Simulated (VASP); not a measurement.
# Ca2O5 (cubic X2O5 type) (Pn-3m) in VASP: single point with PBE

Aim: the single point of Ca2O5 (cubic X2O5 type) with PBE.

All numbers are computed with VASP 6.6.1; they aren't measurements. Logs are shortened: lines on timing, memory, paths and dates and some standing lists are left out, and cuts for length are marked.

### 1 The cell of the first run

It takes space group Pn-3m (No. 224, cubic). The conventional cell has a = 5.527 Å, b = 5.527 Å, c = 5.527 Å, α = 90.00°, β = 90.00°, γ = 90.00°. Within 3.2 Å of Ca (site symmetry -3m) lie 12 O at 2.39 to 2.76 Å. O (site symmetry -3m) has 6 O at 2.39 Å and 6 Ca at 2.76 Å within 3.2 Å. Within 3.2 Å of O (site symmetry -42m) lie 4 Ca at 2.39 Å and 8 O at 2.39 to 2.76 Å.

### 2 Single point, PBE

Input file INCAR:

```
PREC     = Accurate       # precision mode
ENCUT    = 520            # plane-wave cutoff, eV
EDIFF    = 1E-7           # SCF threshold, eV
ISMEAR   = -1             # smearing method
SIGMA    = 0.06122561905347299 # smearing width, eV
LREAL    = False          # projectors in reciprocal space
LASPH    = True           # aspherical terms in the spheres
NELM     = 80             # most SCF steps
ALGO     = Normal         # electronic algorithm
ISIF     = 2              # what is computed and relaxed
LWAVE    = False          # write WAVECAR
LCHARG   = False          # write CHGCAR
GGA      = PE             # functional
NBANDS   = 63             # bands
```

Input file KPOINTS:

```
Automatic mesh
0
Gamma
  10 10 10
```

Input file POSCAR:

```
Ca2O5
1.0
    5.5271181897      0.0000000000      0.0000000000
    0.0000000000      5.5271181897      0.0000000000
    0.0000000000      0.0000000000      5.5271181897
Ca O
4 10
Direct
    0.0000000000      0.0000000000      0.0000000000
    0.5000000000      0.5000000000      0.0000000000
    0.5000000000      0.0000000000      0.5000000000
    0.0000000000      0.5000000000      0.5000000000
    0.5000000000      0.0000000000      0.0000000000
    0.0000000000      0.5000000000      0.0000000000
    0.0000000000      0.0000000000      0.5000000000
    0.5000000000      0.5000000000      0.5000000000
    0.7500000000      0.7500000000      0.2500000000
    0.7500000000      0.2500000000      0.7500000000
    0.2500000000      0.7500000000      0.7500000000
    0.7500000000      0.2500000000      0.2500000000
    0.2500000000      0.7500000000      0.2500000000
    0.2500000000      0.2500000000      0.7500000000
```

Potentials or basis: VASP PAW PBE potentials, release 64 (Ca_sv, O).

Started as:

```console
$ cat potpaw_PBE.64/Ca_sv/POTCAR potpaw_PBE.64/O/POTCAR > POTCAR
$ mpirun -np 1 vasp_std > vasp.out
```

OUTCAR:

```text
PREC = Accurate
   ENCUT = 520
   EDIFF = 1E-7
   ISMEAR = -1
   LREAL = False
   LASPH = True
   NELM = 80
   ISIF = 2
   GGA = PE

 ion  position               nearest neighbor table
   1  0.000  0.000  0.000-   9 2.39  10 2.39  11 2.39  12 2.39  13 2.39  14 2.39
   2  0.500  0.500  0.000-   9 2.39  10 2.39  11 2.39  12 2.39  13 2.39  14 2.39
   3  0.500  0.000  0.500-   9 2.39  10 2.39  11 2.39  12 2.39  13 2.39  14 2.39
   4  0.000  0.500  0.500-   9 2.39  10 2.39  11 2.39  12 2.39  13 2.39  14 2.39
   5  0.500  0.000  0.000-
   6  0.000  0.500  0.000-
   7  0.000  0.000  0.500-
   8  0.500  0.500  0.500-
   9  0.750  0.750  0.250-   1 2.39   2 2.39   3 2.39   4 2.39
  10  0.750  0.250  0.750-   1 2.39   2 2.39   3 2.39   4 2.39
  11  0.250  0.750  0.750-   1 2.39   2 2.39   3 2.39   4 2.39
  12  0.750  0.250  0.250-   1 2.39   2 2.39   3 2.39   4 2.39
  13  0.250  0.750  0.250-   1 2.39   2 2.39   3 2.39   4 2.39
  14  0.250  0.250  0.750-   1 2.39   2 2.39   3 2.39   4 2.39

  LATTYP: Found a simple cubic cell.
 ALAT       =     5.5271181897

  Lattice vectors:

 A1 = (   5.5271181897,   0.0000000000,   0.0000000000)
 A2 = (   0.0000000000,   5.5271181897,   0.0000000000)
 A3 = (   0.0000000000,   0.0000000000,   5.5271181897)

Analysis of symmetry for initial positions (statically):
=====================================================================
 Subroutine PRICEL returns:
 Original cell was already a primitive cell.

 Routine SETGRP: Setting up the symmetry group for a
 simple cubic supercell.

 Subroutine GETGRP returns: Found 48 space group operations
 (whereof 12 operations were pure point group operations)
 out of a pool of 48 trial point group operations.

The static configuration has the point symmetry D_3d.
 The point group associated with its full space group is O_h .

Analysis of symmetry for dynamics (positions and initial velocities):
=====================================================================
 Subroutine PRICEL returns:
 Original cell was already a primitive cell.

 Routine SETGRP: Setting up the symmetry group for a
 simple cubic supercell.

 Subroutine GETGRP returns: Found 48 space group operations
 (whereof 12 operations were pure point group operations)
 out of a pool of 48 trial point group operations.

The dynamic configuration has the point symmetry D_3d.
 The point group associated with its full space group is O_h .

 Subroutine INISYM returns: Found 48 space group operations
 (whereof 12 operations are pure point group operations),
 and found     1 'primitive' translations

[... 135 lines left out ...]
   IALGO  =     38    algorithm
   IMIX   =      4    mixing-type and parameters
     AMIX     =   0.40;   BMIX     =  1.00
     AMIX_MAG =   1.60;   BMIX_MAG =  1.00
  volume/ion in A,a.u.               =      12.06        81.39
  Fermi-wavevector in a.u.,A,eV,Ry     =   1.374810  2.598015 25.716414  1.890103
  Thomas-Fermi vector in A             =   2.500203
   LORBIT       =      0    0 simple, 1 ext, 2 COOP (PROOUT), +10 PAW based schemes
   GGA     = PE    functional components
   LHFCALC =     F    Hartree Fock is set to
   AEXX    =    0.0000 exact exchange contribution
   IVDW    =     0    specifies the selected vdW correction
   LEPSILON=     F    determine dielectric tensor
   LRPA    =     F    only Hartree local field effects (RPA)
 non-spin polarized calculation
  energy-cutoff  :      520.00
  volume of cell :      168.85
 maximum number of plane-waves:      4632
 NGX is ok and might be reduce to    42
   NGX = 21   NGY = 21   NGZ = 21

 number of electron     100.0000000 magnetization

 number of electron      99.9999964 magnetization

 Free energy of the ion-electron system (eV)
  ---------------------------------------------------
  ext. energy  EPLUGINS =         0.00000000
  ---------------------------------------------------
  free energy    TOTEN  =       -67.49339175 eV

  energy without entropy =      -67.18854812  energy(sigma->0) =      -67.34096993

 E-fermi :   1.9714     XC(G=0): -10.5615

 val. band max:        1.9713256995   @ k =   0.4000   0.2000   0.2000
 cond. band min:       1.9721174777   @ k =   0.5000   0.2000   0.1000
 fundamental gap:      0.0007917782
 Fermi energy:         1.9714085412

 k-point     1 :       0.0000    0.0000    0.0000
  band No.  band energies     occupation
      1     -36.0703      2.00000
      2     -36.0379      2.00000
      3     -36.0379      2.00000
      4     -36.0379      2.00000
      5     -17.8235      2.00000
      6     -17.8235      2.00000
[... 1549 lines left out ...]
     61       9.2924      0.00000
     62       9.3017      0.00000

 [... further k-points ...]

 [bands above 62 left out]

------------------------ aborting loop because EDIFF is reached ----------------------------------------

  FORCE on cell =-STRESS in cart. coord.  units (eV):
  Direction    XX          YY          ZZ          XY          YZ          ZX
  --------------------------------------------------------------------------------------
  -------------------------------------------------------------------------------------
  Total        0.2450340      0.2450340      0.2450340     -0.0000000      0.0000000      0.0000000
  in kB        2.3250947      2.3250947      2.3250947     -0.0000000      0.0000000      0.0000000
  external PRESSURE =       2.3250947 kB  Pullay stress =       0.0000000 kB

 VOLUME and BASIS-vectors are now :
 -----------------------------------------------------------------------------
  energy-cutoff  :      520.00
  volume of cell :      168.85
      direct lattice vectors                 reciprocal lattice vectors
     5.527118190  0.000000000  0.000000000     0.180926111  0.000000000  0.000000000
     0.000000000  5.527118190  0.000000000     0.000000000  0.180926111  0.000000000
     0.000000000  0.000000000  5.527118190     0.000000000  0.000000000  0.180926111

 POSITION                                       TOTAL-FORCE (eV/Angst)
 -----------------------------------------------------------------------------------
      0.00000      0.00000      0.00000         0.000000     -0.000000     -0.000000
      2.76356      2.76356      0.00000         0.000000     -0.000000     -0.000000
      2.76356      0.00000      2.76356         0.000000     -0.000000     -0.000000
      0.00000      2.76356      2.76356         0.000000     -0.000000     -0.000000
      2.76356      0.00000      0.00000         0.000000     -0.000000     -0.000000
      0.00000      2.76356      0.00000         0.000000     -0.000000     -0.000000
      0.00000      0.00000      2.76356         0.000000     -0.000000     -0.000000
      2.76356      2.76356      2.76356         0.000000     -0.000000     -0.000000
      4.14534      4.14534      1.38178        -0.000000      0.000000      0.000000
      4.14534      1.38178      4.14534        -0.000000      0.000000      0.000000
      1.38178      4.14534      4.14534        -0.000000      0.000000     -0.000000
      4.14534      1.38178      1.38178         0.000000     -0.000000      0.000000
      1.38178      4.14534      1.38178         0.000000      0.000000      0.000000
      1.38178      1.38178      4.14534         0.000000     -0.000000     -0.000000
 -----------------------------------------------------------------------------------
    total drift:                                0.000000      0.000000     -0.000000

  FREE ENERGIE OF THE ION-ELECTRON SYSTEM (eV)
  ---------------------------------------------------
  free  energy   TOTEN  =       -67.4933917451 eV

  energy  without entropy=      -67.1885481245  energy(sigma->0) =      -67.34096993
```

OSZICAR:

```text
N       E                     dE             d eps       ncg     rms          rms(c)
DAV:   1     0.104875877092E+04    0.10488E+04   -0.52751E+04  7056   0.161E+03
DAV:   2     0.290213838631E+02   -0.10197E+04   -0.98573E+03  8328   0.454E+02
DAV:   3    -0.677286992377E+02   -0.96750E+02   -0.92389E+02  9338   0.138E+02
DAV:   4    -0.715668286395E+02   -0.38381E+01   -0.38111E+01 10594   0.257E+01
DAV:   5    -0.717759276256E+02   -0.20910E+00   -0.20897E+00 10485   0.419E+00    0.184E+01
DAV:   6    -0.786411959239E+02   -0.68653E+01   -0.36388E+01  9472   0.332E+01    0.289E+01
DAV:   7    -0.673747215537E+02    0.11266E+02   -0.17859E+01  8530   0.204E+01    0.472E+00
DAV:   8    -0.674912172654E+02   -0.11650E+00   -0.22452E+00  8569   0.607E+00    0.268E+00
DAV:   9    -0.674875990341E+02    0.36182E-02   -0.25227E-01  9121   0.227E+00    0.974E-01
DAV:  10    -0.674893590600E+02   -0.17600E-02   -0.46017E-02  8936   0.107E+00    0.357E-01
DAV:  11    -0.674911835698E+02   -0.18245E-02   -0.87075E-03 10345   0.375E-01    0.159E-01
DAV:  12    -0.674933061737E+02   -0.21226E-02   -0.29436E-03  7843   0.210E-01    0.644E-02
DAV:  13    -0.674933774556E+02   -0.71282E-04   -0.29391E-04  9144   0.687E-02    0.391E-02
DAV:  14    -0.674933926830E+02   -0.15227E-04   -0.10356E-04  7867   0.420E-02    0.105E-02
DAV:  15    -0.674933922140E+02    0.46897E-06   -0.61563E-06  9072   0.112E-02    0.490E-03
DAV:  16    -0.674933916803E+02    0.53371E-06   -0.21754E-06  8418   0.650E-03    0.300E-03
DAV:  17    -0.674933917451E+02   -0.64840E-07   -0.53949E-07  7288   0.298E-03
   1 F= -.67493392E+02 E0= -.67340970E+02  d E =-.304844E+00
```

Run time: 24 min. Hardware: 1 thread of Intel Xeon 8259CL, shared host; peak memory 0.54 GiB.

Results:

```
Free energy            : -67.4934 eV
Pressure               : 0.2 GPa
Band gap on the k mesh : zero (bands 50 and 51 overlap by 0.22 eV)
```

Levels at points of the mesh, in eV from the Fermi level:
```csv
k point,band 46,band 47,band 48,band 49,band 50,band 51,band 52,band 53,band 54,band 55
"(0.00, 0.00, 0.00)",-0.72,-0.72,0.09,0.09,0.09,0.36,0.36,0.36,0.39,0.39
"(0.50, 0.00, 0.00)",-0.62,-0.48,-0.48,-0.24,-0.24,0.01,0.01,0.03,0.03,0.12
"(0.50, 0.50, 0.00)",-0.37,-0.34,-0.34,-0.30,-0.30,0.25,0.25,0.27,0.27,0.33
"(0.50, 0.50, 0.50)",-1.27,-1.27,-0.08,-0.08,-0.07,-0.07,-0.07,0.11,0.11,0.11
```

Caveat: semilocal functionals underestimate gaps, and a narrow one can read as zero.
